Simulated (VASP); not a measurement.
# C (P4mm) in VASP: single point with PBE

Aim: the single point of C with PBE.

All numbers are computed with VASP 6.6.1; they aren't measurements. Logs are shortened: lines on timing, memory, paths and dates and some standing lists are left out, and cuts for length are marked.

## (1) The cell of the first run

Symmetry: P4mm, No. 99, tetragonal system. Conventional cell: a = 2.424 Å, b = 2.424 Å, c = 4.214 Å, α = 90.00°, β = 90.00°, γ = 90.00°. Within 2.2 Å of C (site symmetry 4mm) lie 4 C at 1.68 Å. Within 2.2 Å of C (site symmetry 2mm) lie 6 C at 1.68 to 1.71 Å. C (site symmetry 2mm) has 6 C at 1.68 to 1.71 Å within 2.2 Å.

## (2) Single point, PBE

The input, INCAR:

```
SYSTEM = C
PREC = Accurate
ENCUT = 520
EDIFF = 1E-7
ISMEAR = 0
SIGMA = 0.2
LREAL = .False.
LASPH = .True.
NELM = 80
ALGO = Normal
ISIF = 2
LWAVE = .False.
LCHARG = .False.
GGA = PE
NBANDS = 21
```

The input, KPOINTS:

```
regular mesh
0
Gamma
  8 6 4
  0 0 0
```

The input, POSCAR:

```
C
1.0
   -2.4237154696      0.0000000000      0.0000000000
    0.0000000000      0.0000000000     -4.2136158721
    0.0000000000     -4.8474309392      0.0000000000
C
6
Direct
    0.0000000000      0.6838556956      0.0000000000
    1.0000000000      0.6838556956      0.5000000000
    1.0000000000      0.9608546922      0.7500000000
    1.0000000000      0.9608546922      0.2500000000
    0.5000000000      0.9608546922      0.5000000000
    0.5000000000      0.9608546922      0.0000000000
```

Potentials or basis: VASP PAW PBE potentials, release 64 (C).

Started as:

```sh
> cat potpaw_PBE.64/C/POTCAR > POTCAR
> mpirun -np 1 vasp_std > vasp.out
```

OUTCAR:

```text
SYSTEM = C
   PREC = Accurate
   ENCUT = 520
   EDIFF = 1E-7
   ISMEAR = 0
   LREAL = .False.
   LASPH = .True.
   NELM = 80
   ISIF = 2
   GGA = PE

 ion  position               nearest neighbor table
   1  0.000  0.684  0.000-   3 1.68   4 1.68   6 1.68   6 1.68
   2  0.000  0.684  0.500-   3 1.68   4 1.68   5 1.68   5 1.68
   3  0.000  0.961  0.750-   1 1.68   2 1.68   5 1.71   6 1.71   5 1.71   6 1.71
   4  0.000  0.961  0.250-   1 1.68   2 1.68   5 1.71   6 1.71   5 1.71   6 1.71
   5  0.500  0.961  0.500-   2 1.68   2 1.68   4 1.71   3 1.71   3 1.71   4 1.71
   6  0.500  0.961  0.000-   1 1.68   1 1.68   4 1.71   3 1.71   3 1.71   4 1.71

  LATTYP: Found a simple orthorhombic cell.
 ALAT       =     2.4237154696
 B/A-ratio  =     1.7384944417
 C/A-ratio  =     2.0000000000

  Lattice vectors:

 A1 = (  -2.4237154696,   0.0000000000,   0.0000000000)
 A2 = (   0.0000000000,   0.0000000000,  -4.2136158721)
 A3 = (   0.0000000000,  -4.8474309392,   0.0000000000)

Analysis of symmetry for initial positions (statically):
=====================================================================
 Subroutine PRICEL returns following result:

  LATTYP: Found a simple tetragonal cell.
 ALAT       =     2.4237154696
 C/A-ratio  =     1.7384944417

  Lattice vectors:

 A1 = (   2.4237154696,   0.0000000000,   0.0000000000)
 A2 = (   0.0000000000,  -2.4237154696,   0.0000000000)
 A3 = (   0.0000000000,   0.0000000000,  -4.2136158721)

   2 primitive cells build up your supercell.

 Routine SETGRP: Setting up the symmetry group for a
 simple orthorhombic supercell.

 Subroutine GETGRP returns: Found  4 space group operations
 (whereof  4 operations were pure point group operations)
 out of a pool of  8 trial point group operations.

The static configuration has the point symmetry C_2v.

Analysis of symmetry for dynamics (positions and initial velocities):
=====================================================================
 Subroutine PRICEL returns following result:

  LATTYP: Found a simple tetragonal cell.
 ALAT       =     2.4237154696
 C/A-ratio  =     1.7384944417

  Lattice vectors:

 A1 = (   2.4237154696,   0.0000000000,   0.0000000000)
[... 110 lines left out ...]
   LSORBIT =      F    spin-orbit coupling
   LASPH  =      T    aspherical Exc in radial PAW
   ENCUT  =  520.0 eV  38.22 Ry    6.18 a.u.   4.51  7.83  9.01*2*pi/ulx,y,z
   NELM   =     80;   NELMIN=  2; NELMDL= -5     # of ELM steps
   EDIFF  = 0.1E-06   stopping-criterion for ELM
   LREAL  =      F    real-space projection
   EDIFFG = 0.1E-05   stopping-criterion for IOM
   NSW    =      0    number of steps for IOM
   IBRION =     -1    ionic relax: 0-MD 1-quasi-New 2-CG
   NFREE  =      0    steps in history (QN), initial steepest desc. (CG)
   ISIF   =      2    stress and relaxation
   ISYM   =      2    0-nonsym 1-usesym 2-fastsym
   POTIM  = 0.5000    time-step for ionic-motion
   TEBEG  =    0.0;   TEEND  =   0.0 temperature during run
   PSTRESS=    0.0 pullay stress
   NELECT =      24.0000    total number of electrons
   NUPDOWN=      -1.0000    fix difference up-down
   EMIN   =  10.00;   EMAX   =-10.00  energy-range for DOS
   EFERMI =   0.00;   METHOD = LEGACY
   ISMEAR =     0;   SIGMA  =   0.20  broadening in eV -4-tet -1-fermi 0-gaus
   EFERMI_NEDOS =   21; number of points for ismear=-14 and -15
   IALGO  =     38    algorithm
   IMIX   =      4    mixing-type and parameters
     AMIX     =   0.40;   BMIX     =  1.00
     AMIX_MAG =   1.60;   BMIX_MAG =  1.00
  volume/ion in A,a.u.               =       8.25        55.68
  Fermi-wavevector in a.u.,A,eV,Ry     =   1.286064  2.430308 22.503493  1.653960
  Thomas-Fermi vector in A             =   2.418161
   LORBIT       =      0    0 simple, 1 ext, 2 COOP (PROOUT), +10 PAW based schemes
   GGA     = PE    functional components
   LHFCALC =     F    Hartree Fock is set to
   AEXX    =    0.0000 exact exchange contribution
   IVDW    =     0    specifies the selected vdW correction
   LEPSILON=     F    determine dielectric tensor
   LRPA    =     F    only Hartree local field effects (RPA)
 non-spin polarized calculation
 Gauss-broadening in eV      SIGMA  =   0.20
  energy-cutoff  :      520.00
  volume of cell :       49.50
 maximum number of plane-waves:      1372
   NGX =  9   NGY = 15   NGZ = 19

 number of electron      24.0000003 magnetization

 Free energy of the ion-electron system (eV)
  ---------------------------------------------------
  ext. energy  EPLUGINS =         0.00000000
  ---------------------------------------------------
  free energy    TOTEN  =       -37.10235056 eV

  energy without entropy =      -37.02422420  energy(sigma->0) =      -37.06328738

 E-fermi :   4.9026     XC(G=0): -11.0546

 val. band max:        4.8816435259   @ k =   0.2500   0.1667   0.5000
 cond. band min:       4.9056483162   @ k =   0.1250   0.3333   0.5000
 fundamental gap:      0.0240047903
 Fermi energy:         4.9026027196

 k-point     1 :       0.0000    0.0000    0.0000
  band No.  band energies     occupation
      1     -16.9762      2.00000
      2     -13.1570      2.00000
      3     -10.5576      2.00000
      4      -5.5253      2.00000
      5      -1.1528      2.00000
      6      -0.7052      2.00000
[... 565 lines left out ...]
     20      13.1188      0.00000
     21      15.5579      0.00000

 [... further k-points ...]

------------------------ aborting loop because EDIFF is reached ----------------------------------------

  FORCE on cell =-STRESS in cart. coord.  units (eV):
  Direction    XX          YY          ZZ          XY          YZ          ZX
  --------------------------------------------------------------------------------------
  -------------------------------------------------------------------------------------
  Total        0.8357440      0.8357807     -0.9939953      0.0000000      0.0000000      0.0000000
  in kB       27.0480306     27.0492177    -32.1696772      0.0000000      0.0000000      0.0000000
  external PRESSURE =       7.3091904 kB  Pullay stress =       0.0000000 kB

 VOLUME and BASIS-vectors are now :
 -----------------------------------------------------------------------------
  energy-cutoff  :      520.00
  volume of cell :       49.50
      direct lattice vectors                 reciprocal lattice vectors
    -2.423715470  0.000000000  0.000000000    -0.412589684  0.000000000  0.000000000
     0.000000000  0.000000000 -4.213615872     0.000000000  0.000000000 -0.237325857
     0.000000000 -4.847430939  0.000000000     0.000000000 -0.206294842  0.000000000

 POSITION                                       TOTAL-FORCE (eV/Angst)
 -----------------------------------------------------------------------------------
      0.00000      0.00000     -2.88151         0.000000      0.000000     -0.197212
      0.00000     -2.42372     -2.88151         0.000000      0.000000     -0.197212
      0.00000     -3.63557     -4.04867         0.000000     -0.000000      0.098607
      0.00000     -1.21186     -4.04867         0.000000     -0.000000      0.098607
     -1.21186     -2.42372     -4.04867        -0.000000     -0.000000      0.098605
     -1.21186      0.00000     -4.04867        -0.000000     -0.000000      0.098605
 -----------------------------------------------------------------------------------
    total drift:                               -0.000000     -0.000000      0.000350

  FREE ENERGIE OF THE ION-ELECTRON SYSTEM (eV)
  ---------------------------------------------------
  free  energy   TOTEN  =       -37.1023505571 eV

  energy  without entropy=      -37.0242242014  energy(sigma->0) =      -37.06328738
```

It took 21 s on 1 thread of Intel Xeon 6975P-C (Granite Rapids), shared host; peak memory 0.17 GiB.

Results:

```yaml
Free_energy: -37.1024 eV
Pressure: 0.7 GPa
Largest_force: 0.197 eV/Å
Band_gap_on_the_k_mesh: zero (band 12 reaches 6.94 eV, above the bottom of band 13 at 3.83 eV)
```

Forces on the atoms (eV/Å):
```
C    0.000  0.000 -0.197
C    0.000  0.000 -0.197
C    0.000  0.000  0.099
C    0.000  0.000  0.099
C    0.000  0.000  0.099
C    0.000  0.000  0.099
```

Levels at points of the mesh, in eV from the Fermi level:
```csv
k point,band 10,band 11,band 12,band 13,band 14,band 15
"(0.00, 0.00, 0.00)",-1.72,-1.07,1.58,1.98,3.94,5.05
"(0.50, 0.00, 0.00)",-1.99,-1.97,-1.72,-1.07,1.58,3.94
"(0.00, 0.50, 0.00)",-1.70,0.69,1.59,2.00,4.91,4.91
"(0.50, 0.50, 0.00)",-2.40,-2.40,-1.70,0.69,1.59,5.88
"(0.00, 0.00, 0.50)",-3.28,-0.12,-0.12,4.48,4.48,4.62
"(0.50, 0.00, 0.50)",-4.78,-2.08,-2.08,-0.35,-0.35,4.98
"(0.00, 0.50, 0.50)",-1.58,-0.04,-0.04,4.41,4.41,4.56
"(0.50, 0.50, 0.50)",-5.44,-2.39,-2.39,0.72,0.72,5.28
```

Caveat: this functional lacks dispersion, which binds the layers, so the pressure and a relaxed spacing across them are unreliable.
